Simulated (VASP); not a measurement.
# Re (P6_3/mmc) in VASP: a series of runs

Runs on Re. Level: LDA. Tasks: single point, relaxation of cell and atoms.

All numbers are computed with VASP 6.6.1; they aren't measurements. Logs are shortened: lines on timing, memory, paths and dates and some standing lists are left out, and cuts for length are marked.

## Step 1: The cell of the first run

It takes space group P6_3/mmc (No. 194, hexagonal). Conventional cell: a = 2.737 Å, b = 2.737 Å, c = 4.417 Å, α = 90.00°, β = 90.00°, γ = 120.00°. Within 3.6 Å of Re (site symmetry -6m2) lie 12 Re at 2.72 to 2.74 Å.

## Step 2: Single point, LDA

The input, INCAR:

```
PREC = Accurate
ENCUT = 520
EDIFF = 1E-7
ISMEAR = 0
SIGMA = 0.1
LREAL = False
LASPH = True
NELM = 80
ALGO = Normal
ISIF = 2
LWAVE = False
LCHARG = False
NBANDS = 14
```

The input, KPOINTS:

```
Automatic mesh
0
Gamma
  18 18 10
```

The input, POSCAR:

```
Re
1.0
    2.7374433080      0.0000000000      0.0000000000
   -1.3687216540      2.3706954461      0.0000000000
    0.0000000000      0.0000000000      4.4166764912
Re
2
Direct
    0.3333333333      0.6666666667      0.2500000000
    0.6666666667      0.3333333333      0.7500000000
```

Potentials or basis: VASP PAW LDA potentials, release 64 (Re).

Run with:

```console
> cat potpaw_LDA.64/Re/POTCAR > POTCAR
> mpirun -np 1 vasp_std > vasp.out
```

OUTCAR:

```text
PREC = Accurate
   ENCUT = 520
   EDIFF = 1E-7
   ISMEAR = 0
   LREAL = False
   LASPH = True
   NELM = 80
   ISIF = 2

 ion  position               nearest neighbor table
   1  0.333  0.667  0.250-   2 2.72   2 2.72   2 2.72   2 2.72   2 2.72   2 2.72
   2  0.667  0.333  0.750-   1 2.72   1 2.72   1 2.72   1 2.72   1 2.72   1 2.72

  LATTYP: Found a hexagonal cell.
 ALAT       =     2.7374433080
 C/A-ratio  =     1.6134312182

  Lattice vectors:

 A1 = (   2.7374433080,   0.0000000000,   0.0000000000)
 A2 = (  -1.3687216540,   2.3706954461,   0.0000000000)
 A3 = (   0.0000000000,   0.0000000000,   4.4166764912)

Analysis of symmetry for initial positions (statically):
=====================================================================
 Subroutine PRICEL returns:
 Original cell was already a primitive cell.

 Routine SETGRP: Setting up the symmetry group for a
 hexagonal supercell.

 Subroutine GETGRP returns: Found 24 space group operations
 (whereof 12 operations were pure point group operations)
 out of a pool of 24 trial point group operations.

The static configuration has the point symmetry D_3d.
 The point group associated with its full space group is D_6h.

Analysis of symmetry for dynamics (positions and initial velocities):
=====================================================================
 Subroutine PRICEL returns:
 Original cell was already a primitive cell.

 Routine SETGRP: Setting up the symmetry group for a
 hexagonal supercell.

 Subroutine GETGRP returns: Found 24 space group operations
 (whereof 12 operations were pure point group operations)
 out of a pool of 24 trial point group operations.

The dynamic configuration has the point symmetry D_3d.
 The point group associated with its full space group is D_6h.

 Subroutine INISYM returns: Found 24 space group operations
 (whereof 12 operations are pure point group operations),
 and found     1 'primitive' translations

----------------------------------------------------------------------------------------

                                     Primitive cell

  volume of cell :      28.6627

  direct lattice vectors                    reciprocal lattice vectors
     2.737443308  0.000000000  0.000000000     0.365304369  0.210908576  0.000000000
    -1.368721654  2.370695446  0.000000000     0.000000000  0.421817151  0.000000000
     0.000000000  0.000000000  4.416676491     0.000000000  0.000000000  0.226414591

  length of vectors
     2.737443308  2.737443308  4.416676491     0.421817151  0.421817151  0.226414591

  position of ions in fractional coordinates (direct lattice)
     0.333333333  0.666666667  0.250000000
     0.666666667  0.333333333  0.750000000

  ion indices of the primitive-cell ions
   primitive index   ion index
                 1           1
                 2           2

----------------------------------------------------------------------------------------

 KPOINTS: Automatic mesh

Automatic generation of k-mesh.
 Grid dimensions read from file:
 generate k-points for:   18   18   10

 Generating k-lattice:

  Cartesian coordinates                     Fractional coordinates (reciprocal lattice)
     0.020294687  0.011717143  0.000000000     0.055555556 -0.000000000  0.000000000
     0.000000000  0.023434286  0.000000000     0.000000000  0.055555556  0.000000000
     0.000000000  0.000000000  0.022641459     0.000000000  0.000000000  0.100000000

  Length of vectors
     0.023434286  0.023434286  0.022641459

  Shift w.r.t. Gamma in fractional coordinates (k-lattice)
     0.000000000  0.000000000  0.000000000

 Subroutine IBZKPT returns following result:
 ===========================================

 Found    222 irreducible k-points:

 Following reciprocal coordinates:
            Coordinates               Weight
  0.000000  0.000000  0.000000      1.000000
  0.055556 -0.000000  0.000000      6.000000
  0.111111 -0.000000  0.000000      6.000000
  0.166667  0.000000  0.000000      6.000000
  0.222222 -0.000000  0.000000      6.000000
  0.277778  0.000000  0.000000      6.000000
[... 16 lines left out ...]
  0.333333  0.111111  0.000000     12.000000
  0.388889  0.111111  0.000000     12.000000
 [... further k-points ...]
   k-points           NKPTS =    222   k-points in BZ     NKDIM =    222   number of bands    NBANDS=     14
   number of dos      NEDOS =    301   number of ions     NIONS =      2
   total plane-waves  NPLWV =  14400
   dimension x,y,z NGX =    20 NGY =   20 NGZ =   36
   dimension x,y,z NGXF=    40 NGYF=   40 NGZF=   72
   ions per type =               2
   NGX,Y,Z   is equivalent  to a cutoff of  12.15, 12.15, 13.55 a.u.
   NGXF,Y,Z  is equivalent  to a cutoff of  24.29, 24.29, 27.10 a.u.
 SYSTEM =  unknown system
   PREC   = accura    normal or accurate (medium, high low for compatibility)
   ISTART =      0    job   : 0-new  1-cont  2-samecut
   ICHARG =      2    charge: 1-file 2-atom 10-const
   ISPIN  =      1    spin polarized calculation?
   LNONCOLLINEAR =      F non collinear calculations
   LSORBIT =      F    spin-orbit coupling
   LASPH  =      T    aspherical Exc in radial PAW
   ENCUT  =  520.0 eV  38.22 Ry    6.18 a.u.   5.09  5.09  8.21*2*pi/ulx,y,z
   NELM   =     80;   NELMIN=  2; NELMDL= -5     # of ELM steps
   EDIFF  = 0.1E-06   stopping-criterion for ELM
   LREAL  =      F    real-space projection
   EDIFFG = 0.1E-05   stopping-criterion for IOM
   NSW    =      0    number of steps for IOM
   IBRION =     -1    ionic relax: 0-MD 1-quasi-New 2-CG
   NFREE  =      0    steps in history (QN), initial steepest desc. (CG)
   ISIF   =      2    stress and relaxation
   ISYM   =      2    0-nonsym 1-usesym 2-fastsym
   POTIM  = 0.5000    time-step for ionic-motion
   TEBEG  =    0.0;   TEEND  =   0.0 temperature during run
   PSTRESS=    0.0 pullay stress
   NELECT =      14.0000    total number of electrons
   NUPDOWN=      -1.0000    fix difference up-down
   EMIN   =  10.00;   EMAX   =-10.00  energy-range for DOS
   EFERMI =   0.00;   METHOD = LEGACY
   ISMEAR =     0;   SIGMA  =   0.10  broadening in eV -4-tet -1-fermi 0-gaus
   EFERMI_NEDOS =   21; number of points for ismear=-14 and -15
   IALGO  =     38    algorithm
   IMIX   =      4    mixing-type and parameters
     AMIX     =   0.40;   BMIX     =  1.00
     AMIX_MAG =   1.60;   BMIX_MAG =  1.00
  volume/ion in A,a.u.               =      14.33        96.71
  Fermi-wavevector in a.u.,A,eV,Ry     =   1.289274  2.436375 22.615990  1.662228
  Thomas-Fermi vector in A             =   2.421177
   LORBIT       =      0    0 simple, 1 ext, 2 COOP (PROOUT), +10 PAW based schemes
   GGA     = CA    functional components
   LHFCALC =     F    Hartree Fock is set to
   AEXX    =    0.0000 exact exchange contribution
   IVDW    =     0    specifies the selected vdW correction
   LEPSILON=     F    determine dielectric tensor
   LRPA    =     F    only Hartree local field effects (RPA)
 non-spin polarized calculation
 Gauss-broadening in eV      SIGMA  =   0.10
  energy-cutoff  :      520.00
  volume of cell :       28.66
 maximum number of plane-waves:       784
   NGX = 11   NGY = 11   NGZ = 17

 number of electron      14.0000001 magnetization

 Free energy of the ion-electron system (eV)
  ---------------------------------------------------
  ext. energy  EPLUGINS =         0.00000000
  ---------------------------------------------------
  free energy    TOTEN  =       -27.53157950 eV

  energy without entropy =      -27.52343322  energy(sigma->0) =      -27.52750636

 E-fermi :   8.1745     XC(G=0): -13.9842

 val. band max:        8.1733369743   @ k =   0.1667   0.1111   0.0000
 cond. band min:       8.1900702947   @ k =   0.3333   0.1667   0.4000
 fundamental gap:      0.0167333203
 Fermi energy:         8.1745087036

 k-point     1 :       0.0000    0.0000    0.0000
  band No.  band energies     occupation
      1      -1.7905      2.00000
      2       1.3804      2.00000
      3       6.5075      2.00000
      4       6.5075      2.00000
      5       6.5220      2.00000
      6       7.3826      2.00000
      7       7.3826      2.00000
      8       8.3366      0.02190
      9       8.3366      0.02190
     10       8.9970      0.00000
     11      11.6522      0.00000
     12      11.6522      0.00000
     13      18.5784      0.00000
     14      22.4262      0.00000

 k-point     2 :       0.0556   -0.0000    0.0000
  band No.  band energies     occupation
      1      -1.6593      2.00000
      2       1.5041      2.00000
      3       6.1324      2.00000
      4       6.6280      2.00000
      5       6.8535      2.00000
      6       7.2878      2.00000
      7       7.4967      2.00000
      8       8.1070      1.66044
      9       8.2328      0.40960
     10       8.5960      0.00000
     11      11.7244      0.00000
     12      12.2882      0.00000
     13      18.5776      0.00000
     14      22.7224      0.00000

 k-point     3 :       0.1111   -0.0000    0.0000
  band No.  band energies     occupation
      1      -1.2775      2.00000
      2       1.8511      2.00000
      3       5.6897      2.00000
      4       6.9784      2.00000
      5       6.9852      2.00000
      6       7.2072      2.00000
      7       7.2783      2.00000
      8       7.8341      2.00000
      9       7.9605      1.99753
     10       8.2651      0.20015
     11      11.9046      0.00000
     12      13.5478      0.00000
     13      18.5401      0.00000
     14      23.5449      0.00000
[... 324 lines left out ...]
 k-point    23 :       0.3333    0.1111    0.0000
  band No.  band energies     occupation
      1       2.3057      2.00000
      2       2.7030      2.00000
      3       3.1469      2.00000
      4       5.4597      2.00000
      5       6.0184      2.00000
      6       7.0081      2.00000
      7       7.1944      2.00000
      8      10.5309      0.00000
      9      11.6094      0.00000
     10      12.4092      0.00000
     11      13.0122      0.00000
     12      18.0600      0.00000
     13      18.7131      0.00000
     14      20.8198      0.00000

 k-point    24 :       0.3889    0.1111    0.0000
  band No.  band energies     occupation
      1       2.4438      2.00000
      2       2.5840      2.00000
      3       2.8650      2.00000
      4       5.9203      2.00000
      5       5.9865      2.00000
      6       6.7778      2.00000
      7       7.5439      2.00000
      8      11.5017      0.00000
      9      12.1156      0.00000
     10      12.4308      0.00000
     11      14.0561      0.00000
     12      16.9225      0.00000
     13      18.7023      0.00000
     14      19.7257      0.00000

 [... further k-points ...]

------------------------ aborting loop because EDIFF is reached ----------------------------------------

  FORCE on cell =-STRESS in cart. coord.  units (eV):
  Direction    XX          YY          ZZ          XY          YZ          ZX
  --------------------------------------------------------------------------------------
  -------------------------------------------------------------------------------------
  Total        0.2863210      0.2863210      0.2530966     -0.0000000      0.0000000      0.0000000
  in kB       16.0046936     16.0046936     14.1475257     -0.0000000      0.0000000      0.0000000
  external PRESSURE =      15.3856376 kB  Pullay stress =       0.0000000 kB

 VOLUME and BASIS-vectors are now :
 -----------------------------------------------------------------------------
  energy-cutoff  :      520.00
  volume of cell :       28.66
      direct lattice vectors                 reciprocal lattice vectors
     2.737443308  0.000000000  0.000000000     0.365304369  0.210908576  0.000000000
    -1.368721654  2.370695446  0.000000000     0.000000000  0.421817151  0.000000000
     0.000000000  0.000000000  4.416676491     0.000000000  0.000000000  0.226414591

 POSITION                                       TOTAL-FORCE (eV/Angst)
 -----------------------------------------------------------------------------------
     -0.00000      1.58046      1.10417        -0.000000      0.000000      0.000000
      1.36872      0.79023      3.31251         0.000000     -0.000000      0.000000
 -----------------------------------------------------------------------------------
    total drift:                               -0.000000      0.000000     -0.000000

  FREE ENERGIE OF THE ION-ELECTRON SYSTEM (eV)
  ---------------------------------------------------
  free  energy   TOTEN  =       -27.5315795024 eV

  energy  without entropy=      -27.5234332228  energy(sigma->0) =      -27.52750636
```

It took 56 s on 1 thread of Intel Xeon Platinum 8488C (Sapphire Rapids), shared host; peak memory 0.19 GiB.

What came out:

- Free energy: -27.5316 eV
- Pressure: 1.5 GPa
- Band gap on the k mesh: zero (band 7 reaches 9.83 eV, above the bottom of band 8 at 6.37 eV)

Levels at points of the mesh, in eV from the Fermi level:
```
           k point  band 4  band 5  band 6  band 7  band 8  band 9  band 10  band 11
(0.00, 0.00, 0.00)   -1.67   -1.65   -0.79   -0.79    0.16    0.16     0.82     3.48
(0.50, 0.00, 0.00)   -2.05   -1.66   -1.39   -0.60    4.11    4.55     4.68     6.33
(0.00, 0.00, 0.50)   -2.43   -1.80   -1.80   -1.80   -1.80    2.64     2.64     2.64
(0.50, 0.00, 0.50)   -4.25    0.39    0.39    1.07    1.07    4.44     4.44     4.99
```

Caveat: spin-orbit coupling is left out, which moves the levels of the heavy elements.

(Continued in part 2 of 2.)
